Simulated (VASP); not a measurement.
# Hf2Si (I4/mcm) in VASP: relaxation of cell and atoms with PBEsol

Aim: the relaxation of cell and atoms of Hf2Si with PBEsol.

Everything below comes from runs of VASP 6.6.1. Logs are shortened: lines on timing, memory, paths and dates and some standing lists are left out, and cuts for length are marked.

## 1. The cell of the first run

The structure is tetragonal, space group I4/mcm (No. 140). The conventional cell has a = 6.532 Å, b = 6.532 Å, c = 5.160 Å, α = 90.00°, β = 90.00°, γ = 90.00°. Within 3.7 Å of Hf (site symmetry m2m) lie 4 Si at 2.78 Å and 11 Hf at 2.90 to 3.49 Å. Si (site symmetry 422) has 2 Si at 2.58 Å and 8 Hf at 2.78 Å within 3.4 Å.

## 2. Relaxation of cell and atoms, PBEsol, target pressure -1 GPa, at which the enthalpy is minimised

The input, INCAR:

```
SYSTEM = Hf2Si
PREC = Accurate
ENCUT = 600
EDIFF = 1E-7
ISMEAR = 0
SIGMA = 0.1
LREAL = .False.
LASPH = .True.
NELM = 60
ALGO = Fast
ISIF = 3
LWAVE = .False.
LCHARG = .False.
GGA = PS
IBRION = 2
NSW = 70
EDIFFG = -0.008
PSTRESS = -10.0
```

The input, KPOINTS:

```
Automatic mesh
0
Gamma
  10 10 10
  0 0 0
```

The input, POSCAR:

```
Hf2Si
1.0
   -3.2659753701      3.2659753701      2.5800203571
    3.2659753701     -3.2659753701      2.5800203571
    3.2659753701      3.2659753701     -2.5800203571
Hf Si
4 2
Direct
    0.8432528485      0.6567471515      0.5000000000
    0.3432528485      0.8432528485      0.1865056970
    0.1567471515      0.3432528485      0.5000000000
    0.6567471515      0.1567471515      0.8134943030
    0.7500000000      0.7500000000      0.0000000000
    0.2500000000      0.2500000000      0.0000000000
```

Potentials or basis: VASP PAW PBE potentials, release 64 (Hf_pv, Si).

Command:

```
> cat potpaw_PBE.64/Hf_pv/POTCAR potpaw_PBE.64/Si/POTCAR > POTCAR
> mpirun -np 1 vasp_std > vasp.out
```

OUTCAR:

```text
SYSTEM = Hf2Si
   PREC = Accurate
   ENCUT = 600
   EDIFF = 1E-7
   ISMEAR = 0
   LREAL = .False.
   LASPH = .True.
   NELM = 60
   ISIF = 3
   GGA = PS
   IBRION = 2
   NSW = 70
   EDIFFG = -0.008
   PSTRESS = -10.0

 ion  position               nearest neighbor table
   1  0.843  0.657  0.500-   6 2.78   5 2.78   5 2.78   6 2.78   3 2.90   3 3.10   3 3.10   2 3.29
                             4 3.29   4 3.29   2 3.29   2 3.49   4 3.49   2 3.49   4 3.49
   2  0.343  0.843  0.187-   5 2.78   6 2.78   6 2.78   5 2.78   4 2.90   4 3.10   4 3.10   3 3.29
                             1 3.29   1 3.29   3 3.29   3 3.49   1 3.49   1 3.49   3 3.49
   3  0.157  0.343  0.500-   5 2.78   6 2.78   6 2.78   5 2.78   1 2.90   1 3.10   1 3.10   2 3.29
                             4 3.29   4 3.29   2 3.29   4 3.49   2 3.49   4 3.49   2 3.49
   4  0.657  0.157  0.813-   5 2.78   6 2.78   6 2.78   5 2.78   2 2.90   2 3.10   2 3.10   3 3.29
                             1 3.29   1 3.29   3 3.29   1 3.49   3 3.49   1 3.49   3 3.49
   5  0.750  0.750  0.000-   6 2.58   6 2.58   2 2.78   4 2.78   3 2.78   1 2.78   3 2.78   1 2.78
                             2 2.78   4 2.78
   6  0.250  0.250  0.000-   5 2.58   5 2.58   3 2.78   4 2.78   1 2.78   3 2.78   1 2.78   2 2.78
                             4 2.78   2 2.78

  LATTYP: Found a body centered tetragonal cell.
 ALAT       =     6.5319507402
 C/A-ratio  =     0.7899693245

  Lattice vectors:

 A1 = (  -3.2659753701,   3.2659753701,   2.5800203571)
 A2 = (   3.2659753701,  -3.2659753701,   2.5800203571)
 A3 = (   3.2659753701,   3.2659753701,  -2.5800203571)

Analysis of symmetry for initial positions (statically):
=====================================================================
 Subroutine PRICEL returns:
 Original cell was already a primitive cell.

 Routine SETGRP: Setting up the symmetry group for a
 body centered tetragonal supercell.

 Subroutine GETGRP returns: Found 16 space group operations
 (whereof  8 operations were pure point group operations)
 out of a pool of 16 trial point group operations.

The static configuration has the point symmetry C_4h.
 The point group associated with its full space group is D_4h.

Analysis of symmetry for dynamics (positions and initial velocities):
=====================================================================
 Subroutine PRICEL returns:
 Original cell was already a primitive cell.

 Routine SETGRP: Setting up the symmetry group for a
 body centered tetragonal supercell.

 Subroutine GETGRP returns: Found 16 space group operations
 (whereof  8 operations were pure point group operations)
[... 120 lines left out ...]
   TEBEG  =    0.0;   TEEND  =   0.0 temperature during run
   PSTRESS=  -10.0 pullay stress
   NELECT =      48.0000    total number of electrons
   NUPDOWN=      -1.0000    fix difference up-down
   EMIN   =  10.00;   EMAX   =-10.00  energy-range for DOS
   EFERMI =   0.00;   METHOD = LEGACY
   ISMEAR =     0;   SIGMA  =   0.10  broadening in eV -4-tet -1-fermi 0-gaus
   EFERMI_NEDOS =   21; number of points for ismear=-14 and -15
   IALGO  =     68    algorithm
   IMIX   =      4    mixing-type and parameters
     AMIX     =   0.40;   BMIX     =  1.00
     AMIX_MAG =   1.60;   BMIX_MAG =  1.00
  volume/ion in A,a.u.               =      18.35       123.81
  Fermi-wavevector in a.u.,A,eV,Ry     =   1.241421  2.345945 20.968279  1.541125
  Thomas-Fermi vector in A             =   2.375819
   LORBIT       =      0    0 simple, 1 ext, 2 COOP (PROOUT), +10 PAW based schemes
   GGA     = PS    functional components
   LHFCALC =     F    Hartree Fock is set to
   AEXX    =    0.0000 exact exchange contribution
   IVDW    =     0    specifies the selected vdW correction
   LEPSILON=     F    determine dielectric tensor
   LRPA    =     F    only Hartree local field effects (RPA)
 conjugate gradient relaxation of ions
 non-spin polarized calculation
 RMM-DIIS sequential band-by-band and
 Gauss-broadening in eV      SIGMA  =   0.10
  energy-cutoff  :      600.00
  volume of cell :      110.08
 maximum number of plane-waves:      3707
   NGX = 21   NGY = 21   NGZ = 21

--------------------------------------- Ionic step        1  -------------------------------------------

 number of electron      48.0000004 magnetization

 Free energy of the ion-electron system (eV)
  ---------------------------------------------------
  ext. energy  EPLUGINS =         0.00000000
  ---------------------------------------------------
  free energy    TOTEN  =       -58.29851670 eV

  energy without entropy =      -58.28684851  energy(sigma->0) =      -58.29268261

------------------------ aborting loop because EDIFF is reached ----------------------------------------

  FORCE on cell =-STRESS in cart. coord.  units (eV):
  Direction    XX          YY          ZZ          XY          YZ          ZX
  --------------------------------------------------------------------------------------
  -------------------------------------------------------------------------------------
  Total       -1.0860102     -1.0860102     -1.1397996      0.0000000      0.0000000      0.0000000
  in kB      -15.8064945    -15.8064945    -16.5893800      0.0000000      0.0000000      0.0000000
  external PRESSURE =      -6.0674564 kB  Pullay stress =     -10.0000000 kB
[... 71 lines left out ...]
--------------------------------------- Ionic step        3  -------------------------------------------

 number of electron      48.0000003 magnetization

 Free energy of the ion-electron system (eV)
  ---------------------------------------------------
  ext. energy  EPLUGINS =         0.00000000
  ---------------------------------------------------
  free energy    TOTEN  =       -58.30227097 eV

  energy without entropy =      -58.29062723  energy(sigma->0) =      -58.29644910

 E-fermi :   6.0576     XC(G=0): -11.6993

 val. band max:        6.0538938801   @ k =   0.4000   0.2000   0.1000
 cond. band min:       6.0640867293   @ k =   0.4000   0.1000   0.0000
 fundamental gap:      0.0101928492
 Fermi energy:         6.0576329576

 k-point     1 :       0.0000    0.0000    0.0000
  band No.  band energies     occupation
      1     -24.1778      2.00000
      2     -24.1667      2.00000
      3     -24.0498      2.00000
      4     -24.0498      2.00000
      5     -24.0165      2.00000
      6     -24.0165      2.00000
[... 733 lines left out ...]
     27       7.9094      0.00000
     28       8.3781      0.00000

 [... further k-points ...]

------------------------ aborting loop because EDIFF is reached ----------------------------------------

  FORCE on cell =-STRESS in cart. coord.  units (eV):
  Direction    XX          YY          ZZ          XY          YZ          ZX
  --------------------------------------------------------------------------------------
  -------------------------------------------------------------------------------------
  Total       -0.6751755     -0.6751755     -0.6938585      0.0000000      0.0000000      0.0000000
  in kB       -9.8681996     -9.8681996    -10.1412659      0.0000000      0.0000000      0.0000000
  external PRESSURE =       0.0407783 kB  Pullay stress =     -10.0000000 kB
[... 25 lines left out ...]
  energy  without entropy=      -58.2906272257  energy(sigma->0) =      -58.29644910

  enthalpy is  TOTEN    =       -58.9864641265 eV   P V=       -0.6841931611

 reached required accuracy - stopping structural energy minimisation
```

OSZICAR:

```text
N       E                     dE             d eps       ncg     rms          rms(c)
DAV:   1     0.202256606509E+03    0.20226E+03   -0.28051E+04  5720   0.181E+03
[... 36 lines left out ...]
RMM:   4    -0.583022946363E+02   -0.40618E-04   -0.12712E-03  7770   0.188E-01    0.155E-01
RMM:   5    -0.583022843541E+02    0.10282E-04   -0.17980E-04  6100   0.681E-02    0.708E-02
RMM:   6    -0.583022767090E+02    0.76451E-05   -0.62495E-05  6646   0.395E-02    0.229E-02
RMM:   7    -0.583022714347E+02    0.52743E-05   -0.41807E-05  5839   0.312E-02    0.158E-02
RMM:   8    -0.583022712612E+02    0.17357E-06   -0.56521E-06  6638   0.130E-02    0.736E-03
RMM:   9    -0.583022711416E+02    0.11954E-06   -0.11633E-06  5464   0.540E-03    0.424E-03
RMM:  10    -0.583022709574E+02    0.18424E-06   -0.61937E-07  4934   0.306E-03    0.128E-03
RMM:  11    -0.583022709654E+02   -0.80145E-08   -0.13034E-07  3316   0.152E-03
   3 F= -.58986464E+02 E0= -.58980642E+02  d E =-.881593E-03
```

Wall time 18 min (1 thread of Intel Xeon Platinum 8259CL at 2.50GHz (Skylake/Cascade Lake), shared host); peak memory 0.49 GiB.

Results:

- Free energy: -58.3023 eV
- Relaxed volume: 18.27 Å³/atom
- Relaxed cell: a = 5.283 Å, b = 5.283 Å, c = 5.283 Å, α = 103.75°, β = 103.75°, γ = 121.63°
- Space group after relaxing (to 0.1 Å): I4/mcm (No. 140)
- Energy change on relaxing (the run minimises the enthalpy): -0.6 meV/atom
- Ionic steps: 3
- Pressure after relaxing: -1.0 GPa
- Largest force after relaxing: 0.005 eV/Å
- Band gap on the k mesh: zero (bands 24 and 25 overlap by 0.81 eV)

Forces on the atoms (eV/Å):
```
Hf  -0.004  0.004  0.000
Hf   0.004  0.004  0.000
Hf   0.004 -0.004  0.000
Hf  -0.004 -0.004  0.000
Si   0.000  0.000  0.000
Si   0.000  0.000  0.000
```

Step by step:
| step | energy change (eV) | largest force (eV/Å) | pressure (GPa) | volume (Å³) |
| --- | --- | --- | --- | --- |
| 1 | 0.0000 | 0.0043 | -1.61 | 110.08 |
| 2 | -0.0060 | 0.0077 | -0.12 | 108.98 |
| 3 | -0.0038 | 0.0055 | -1.00 | 109.62 |

Final structure:
```xyz
6
Lattice="-3.2616 3.2616 2.5761 3.2616 -3.2616 2.5761 3.2616 3.2616 -2.5761" Properties=species:S:1:pos:R:3 pbc="T T T"
Hf    1.0224    2.2392    2.5761
Hf    2.2392   -1.0224    2.5761
Hf    2.2392    1.0224    0.0000
Hf    1.0224    4.2841    0.0000
Si    0.0000    0.0000    3.8642
Si    0.0000    0.0000    1.2881
```

Caveat: the cell is relaxed towards a set pressure, so the run minimises the enthalpy, not the energy; the PAW data sets were made with another functional, which shifts forces and pressure a little; spin-orbit coupling is left out, which moves the levels of the heavy elements.
